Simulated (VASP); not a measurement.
# SrTiO3 (Pm-3m) in VASP: single point with r2SCAN

Aim: the single point of SrTiO3 with r2SCAN.

Program: VASP 6.6.1. These are calculated values, not measurements. Logs are shortened: lines on timing, memory, paths and dates and some standing lists are left out, and cuts for length are marked.

## 1. The cell of the first run

It takes space group Pm-3m (No. 221, cubic). Conventional cell: a = 3.926 Å, b = 3.926 Å, c = 3.926 Å, α = 90.00°, β = 90.00°, γ = 90.00°. Within 3.7 Å of Sr (site symmetry m-3m) lie 12 O at 2.78 Å and 8 Ti at 3.40 Å. Within 2.6 Å of Ti (site symmetry m-3m) lie 6 O at 1.96 Å. O (site symmetry 4/mmm) has 2 Ti at 1.96 Å within 2.6 Å. O (site symmetry 4/mmm) has 2 Ti at 1.96 Å within 2.6 Å.

## 2. Single point, r2SCAN, collinear spin, zero start

File POSCAR:

```
SrTiO3
1.0
   -3.9259165700     -3.9259165700      0.0000000000
   -3.9259165700      3.9259165700      0.0000000000
    0.0000000000      0.0000000000     -3.9259165700
Sr Ti O
2 2 6
Direct
    0.0000000000      0.0000000000      0.0000000000
    0.5000000000      0.5000000000      0.0000000000
    0.0000000000      0.5000000000      0.5000000000
    0.5000000000      0.0000000000      0.5000000000
    0.7500000000      0.2500000000      0.5000000000
    0.2500000000      0.7500000000      0.5000000000
    0.7500000000      0.7500000000      0.5000000000
    0.2500000000      0.2500000000      0.5000000000
    0.0000000000      0.5000000000      0.0000000000
    0.5000000000      0.0000000000      0.0000000000
```

File INCAR.step1:

```
SYSTEM = SrTiO3
ALGO = Normal ; EDIFF = 1E-5
ENCUT = 660 ; GGA = PE
GGA_COMPAT = .False. ; ISMEAR = -1
ISPIN = 2 ; LASPH = .True.
LCHARG = .False. ; LMAXMIX = 4
LREAL = .False. ; LWAVE = .True.
MAGMOM = 0 0 0 0 0 0 0 0 0 0 ; NBANDS = 55
NELM = 200 ; PREC = Accurate
SIGMA = 0.1
```

File INCAR.step2:

```
SYSTEM = SrTiO3
ALGO = Normal ; EDIFF = 1E-6
ENCUT = 660 ; GGA_COMPAT = .False.
ISIF = 2 ; ISMEAR = -1
ISPIN = 2 ; ISTART = 1
LASPH = .True. ; LCHARG = .True.
LELF = .True. ; LMAXMIX = 4
LMIXTAU = .True. ; LORBIT = 11
LREAL = .False. ; LVHAR = .True.
LWAVE = .False. ; MAGMOM = 0 0 0 0 0 0 0 0 0 0
METAGGA = R2SCAN ; NBANDS = 55
NELM = 200 ; PREC = Accurate
SIGMA = 0.1
```

File KPOINTS:

```
k-points
0
Gamma
  3 3 5
  0 0 0
```

Potentials or basis: VASP PAW PBE potentials, release 64 (Sr_sv, Ti_sv, O).

Run with:

```sh
> cat potpaw_PBE.64/Sr_sv/POTCAR potpaw_PBE.64/Ti_sv/POTCAR potpaw_PBE.64/O/POTCAR > POTCAR
> cp INCAR.step1 INCAR
> mpirun -np 1 vasp_std > vasp.out
> cp INCAR.step2 INCAR
> mpirun -np 1 vasp_std > vasp.out
```

OUTCAR:

```text
SYSTEM = SrTiO3
   EDIFF = 1E-6
   ENCUT = 660
   ISIF = 2
   ISMEAR = -1
   ISPIN = 2
   ISTART = 1
   LASPH = .True.
   LORBIT = 11
   LREAL = .False.
   METAGGA = R2SCAN
   NELM = 200
   PREC = Accurate

 ion  position               nearest neighbor table
   1  0.000  0.000  0.000-   5 2.78   6 2.78   7 2.78   8 2.78   9 2.78  10 2.78   5 2.78   6 2.78
                             7 2.78   8 2.78   9 2.78  10 2.78   3 3.40   4 3.40   3 3.40   3 3.40
   2  0.500  0.500  0.000-   5 2.78   6 2.78   7 2.78   8 2.78   9 2.78  10 2.78   5 2.78   6 2.78
                             7 2.78   8 2.78  10 2.78   9 2.78   3 3.40   4 3.40   4 3.40   3 3.40
   3  0.000  0.500  0.500-   5 1.96   6 1.96   7 1.96   8 1.96   9 1.96   9 1.96   1 3.40   1 3.40
                             2 3.40   2 3.40   1 3.40   1 3.40   2 3.40   2 3.40
   4  0.500  0.000  0.500-   5 1.96   6 1.96   7 1.96   8 1.96  10 1.96  10 1.96   1 3.40   1 3.40
                             2 3.40   2 3.40   2 3.40   2 3.40   1 3.40   1 3.40
   5  0.750  0.250  0.500-   3 1.96   4 1.96   1 2.78   2 2.78   1 2.78   2 2.78
   6  0.250  0.750  0.500-   3 1.96   4 1.96   1 2.78   2 2.78   1 2.78   2 2.78
   7  0.750  0.750  0.500-   3 1.96   4 1.96   1 2.78   2 2.78   1 2.78   2 2.78
   8  0.250  0.250  0.500-   3 1.96   4 1.96   1 2.78   2 2.78   1 2.78   2 2.78
   9  0.000  0.500  0.000-   3 1.96   3 1.96   1 2.78   2 2.78   1 2.78   2 2.78
  10  0.500  0.000  0.000-   4 1.96   4 1.96   1 2.78   2 2.78   2 2.78   1 2.78

  LATTYP: Found a simple tetragonal cell.
 ALAT       =     5.5520844580
 C/A-ratio  =     0.7071067812

  Lattice vectors:

 A1 = (  -3.9259165700,  -3.9259165700,   0.0000000000)
 A2 = (  -3.9259165700,   3.9259165700,   0.0000000000)
 A3 = (   0.0000000000,   0.0000000000,  -3.9259165700)

Analysis of symmetry for initial positions (statically):
=====================================================================
 Subroutine PRICEL returns following result:

  LATTYP: Found a simple cubic cell.
 ALAT       =     3.9259165700
[... 12 lines left out ...]
 Subroutine GETGRP returns: Found 16 space group operations
 (whereof 16 operations were pure point group operations)
 out of a pool of 16 trial point group operations.

The static configuration has the point symmetry D_4h.

Analysis of symmetry for dynamics (positions and initial velocities):
=====================================================================
 Subroutine PRICEL returns following result:

  LATTYP: Found a simple cubic cell.
 ALAT       =     3.9259165700
[... 12 lines left out ...]
 Subroutine GETGRP returns: Found 16 space group operations
 (whereof 16 operations were pure point group operations)
 out of a pool of 16 trial point group operations.

The dynamic configuration has the point symmetry D_4h.

Analysis of structural, dynamic, and magnetic symmetry:
=====================================================================
 Subroutine PRICEL returns following result:

  LATTYP: Found a simple cubic cell.
 ALAT       =     3.9259165700
[... 12 lines left out ...]
 Subroutine GETGRP returns: Found 16 space group operations
 (whereof 16 operations were pure point group operations)
 out of a pool of 16 trial point group operations.

The overall configuration has the point symmetry D_4h.

 Subroutine INISYM returns: Found 16 space group operations
 (whereof 16 operations are pure point group operations),
 and found     2 'primitive' translations

----------------------------------------------------------------------------------------

                                     Primitive cell

  volume of cell :      60.5094

  direct lattice vectors                    reciprocal lattice vectors
     0.000000000 -3.925916570  0.000000000     0.000000000 -0.254717588  0.000000000
    -3.925916570  0.000000000  0.000000000    -0.254717588  0.000000000  0.000000000
     0.000000000  0.000000000 -3.925916570     0.000000000  0.000000000 -0.254717588

  length of vectors
     3.925916570  3.925916570  3.925916570     0.254717588  0.254717588  0.254717588

  position of ions in fractional coordinates (direct lattice)
     0.000000000  0.000000000  0.000000000
     0.500000000  0.500000000  0.500000000
     0.500000000  0.000000000  0.500000000
     0.000000000  0.500000000  0.500000000
     0.500000000  0.500000000  0.000000000

  ion indices of the primitive-cell ions
   primitive index   ion index
                 1           1
                 2           3
                 3           5
[... 55 lines left out ...]
   LASPH  =      T    aspherical Exc in radial PAW
   ENCUT  =  660.0 eV  48.51 Ry    6.96 a.u.  11.63 11.63  8.22*2*pi/ulx,y,z
   NELM   =    200;   NELMIN=  2; NELMDL=  0     # of ELM steps
   EDIFF  = 0.1E-05   stopping-criterion for ELM
   LREAL  =      F    real-space projection
   EDIFFG = 0.1E-04   stopping-criterion for IOM
   NSW    =      0    number of steps for IOM
   IBRION =     -1    ionic relax: 0-MD 1-quasi-New 2-CG
   NFREE  =      0    steps in history (QN), initial steepest desc. (CG)
   ISIF   =      2    stress and relaxation
   ISYM   =      2    0-nonsym 1-usesym 2-fastsym
   POTIM  = 0.5000    time-step for ionic-motion
   TEBEG  =    0.0;   TEEND  =   0.0 temperature during run
   PSTRESS=    0.0 pullay stress
   NELECT =      80.0000    total number of electrons
   NUPDOWN=      -1.0000    fix difference up-down
   EMIN   =  10.00;   EMAX   =-10.00  energy-range for DOS
   EFERMI =   0.00;   METHOD = LEGACY
   ISMEAR =    -1;   SIGMA  =   0.10  broadening in eV -4-tet -1-fermi 0-gaus
   EFERMI_NEDOS =   21; number of points for ismear=-14 and -15
   IALGO  =     38    algorithm
   IMIX   =      4    mixing-type and parameters
     AMIX     =   0.40;   BMIX     =  1.00
     AMIX_MAG =   1.60;   BMIX_MAG =  1.00
  volume/ion in A,a.u.               =      12.10        81.67
  Fermi-wavevector in a.u.,A,eV,Ry     =   1.426112  2.694962 27.671483  2.033797
  Thomas-Fermi vector in A             =   2.546424
   LORBIT       =     11    0 simple, 1 ext, 2 COOP (PROOUT), +10 PAW based schemes
   METAGGA = R2SCAN    functional components
   LHFCALC =     F    Hartree Fock is set to
   AEXX    =    0.0000 exact exchange contribution
   IVDW    =     0    specifies the selected vdW correction
   LEPSILON=     F    determine dielectric tensor
   LRPA    =     F    only Hartree local field effects (RPA)
 spin polarized calculation
  energy-cutoff  :      660.00
  volume of cell :      121.02
 maximum number of plane-waves:      4685
 NGX is ok and might be reduce to    48
   NGX = 23   NGY = 23   NGZ = 17

 number of electron      80.0000016 magnetization       0.0000000

 number of electron      80.0000016 magnetization      -0.0000000

 Free energy of the ion-electron system (eV)
  ---------------------------------------------------
  ext. energy  EPLUGINS =         0.00000000
  ---------------------------------------------------
  free energy    TOTEN  =      -126.67876192 eV

  energy without entropy =     -126.67875109  energy(sigma->0) =     -126.67875650

 E-fermi :   4.8465     XC(G=0): -11.8408

 val. band max:        3.7092612010   @ k =   0.0000   0.0000   0.4000
 cond. band min:       5.9536278784   @ k =   0.0000   0.0000   0.0000
 fundamental gap:      2.2443666774
 Fermi energy:         4.8465244713

 spin component 1

 k-point     1 :       0.0000    0.0000    0.0000
  band No.  band energies     occupation
      1     -55.0356      1.00000
      2     -55.0325      1.00000
      3     -30.2927      1.00000
      4     -30.2927      1.00000
      5     -30.2213      1.00000
      6     -30.2213      1.00000
[... 484 lines left out ...]
     51      12.1063      0.00000
     52      12.1793      0.00000
 Fermi energy:         4.8465244713

 spin component 2

 k-point     1 :       0.0000    0.0000    0.0000
  band No.  band energies     occupation
      1     -55.0356      1.00000
      2     -55.0325      1.00000
      3     -30.2927      1.00000
      4     -30.2927      1.00000
      5     -30.2213      1.00000
      6     -30.2213      1.00000
[... 484 lines left out ...]
     51      12.1063      0.00000
     52      12.1793      0.00000
 [bands above 52 left out]

------------------------ aborting loop because EDIFF is reached ----------------------------------------

  FORCE on cell =-STRESS in cart. coord.  units (eV):
  Direction    XX          YY          ZZ          XY          YZ          ZX
  --------------------------------------------------------------------------------------
  -------------------------------------------------------------------------------------
  Total       -1.4722626     -1.4722626     -1.5122949      0.0000000     -0.0000000      0.0000000
  in kB      -19.4913834    -19.4913834    -20.0213741      0.0000000     -0.0000000      0.0000000
  external PRESSURE =     -19.6680470 kB  Pullay stress =       0.0000000 kB

 VOLUME and BASIS-vectors are now :
 -----------------------------------------------------------------------------
  energy-cutoff  :      660.00
  volume of cell :      121.02
      direct lattice vectors                 reciprocal lattice vectors
    -3.925916570 -3.925916570  0.000000000    -0.127358794 -0.127358794  0.000000000
    -3.925916570  3.925916570  0.000000000    -0.127358794  0.127358794  0.000000000
     0.000000000  0.000000000 -3.925916570     0.000000000  0.000000000 -0.254717588

 POSITION                                       TOTAL-FORCE (eV/Angst)
 -----------------------------------------------------------------------------------
      0.00000      0.00000      0.00000        -0.000000      0.000000      0.000000
     -3.92592      0.00000      0.00000        -0.000000      0.000000      0.000000
     -1.96296      1.96296     -1.96296        -0.000000     -0.000000      0.000000
     -1.96296     -1.96296     -1.96296         0.000000     -0.000000      0.000000
     -3.92592     -1.96296     -1.96296         0.000000      0.000000      0.000000
     -3.92592      1.96296     -1.96296        -0.000000     -0.000000      0.000000
     -5.88887      0.00000     -1.96296         0.000000     -0.000000      0.000000
     -1.96296      0.00000     -1.96296        -0.000000     -0.000000      0.000000
     -1.96296      1.96296      0.00000         0.000000      0.000000     -0.000000
     -1.96296     -1.96296      0.00000         0.000000      0.000000      0.000000
 -----------------------------------------------------------------------------------
    total drift:                               -0.000000      0.000000      0.000000

  FREE ENERGIE OF THE ION-ELECTRON SYSTEM (eV)
  ---------------------------------------------------
  free  energy   TOTEN  =      -126.6787619176 eV

  energy  without entropy=     -126.6787510868  energy(sigma->0) =     -126.67875650

 total charge

# of ion       s       p       d       tot
------------------------------------------
    1        1.997   5.883   0.179   8.059
    2        1.997   5.883   0.179   8.059
    3        2.221   6.308   1.670  10.200
    4        2.221   6.308   1.670  10.200
    5        1.563   3.519   0.000   5.082
    6        1.563   3.519   0.000   5.082
    7        1.563   3.519   0.000   5.082
    8        1.563   3.519   0.000   5.082
    9        1.563   3.519   0.000   5.082
   10        1.563   3.519   0.000   5.082
--------------------------------------------------
tot         17.817  45.495   3.699  67.011

 magnetization (x)

# of ion       s       p       d       tot
------------------------------------------
    1        0.000   0.000  -0.000   0.000
    2        0.000   0.000  -0.000   0.000
    3        0.000   0.000   0.000   0.000
    4        0.000   0.000   0.000   0.000
    5       -0.000  -0.000   0.000  -0.000
    6       -0.000  -0.000   0.000  -0.000
    7       -0.000  -0.000   0.000  -0.000
    8       -0.000  -0.000   0.000  -0.000
    9       -0.000  -0.000   0.000  -0.000
   10       -0.000  -0.000   0.000  -0.000
--------------------------------------------------
tot         -0.000  -0.000   0.000  -0.000
```

Wall time 16 min (1 thread of Oxide Virtual Turin-like, shared host); peak memory 0.42 GiB.

What came out:

```
Free energy                                           : -126.6788 eV
Pressure                                              : -2.0 GPa
Band gap on the k mesh                                : 2.24 eV
Net moment                                            : 0.00 μB per cell
Valence electrons inside the program's atomic spheres : Sr 8.06; Ti 10.20; O 5.08
```

Levels at points of the mesh, in eV from the valence-band top:
Spin up:
```tsv
k point	band 37	band 38	band 39	band 40	band 41	band 42	band 43	band 44
(0.00, 0.00, 0.00)	-0.38	-0.38	-0.38	-0.08	2.24	2.24	2.24	4.10
```
Spin down:
| k point | band 36 | band 37 | band 38 | band 39 | band 40 | band 41 | band 42 | band 43 | band 44 | band 45 |
| --- | --- | --- | --- | --- | --- | --- | --- | --- | --- | --- |
| (0.00, 0.00, 0.00) | -1.18 | -0.38 | -0.38 | -0.38 | -0.08 | 2.24 | 2.24 | 2.24 | 4.10 | 4.10 |

Caveat: the PAW data sets were made with another functional, which shifts forces and pressure a little; an odd mesh through Γ misses points on the zone boundary, where band edges can lie.
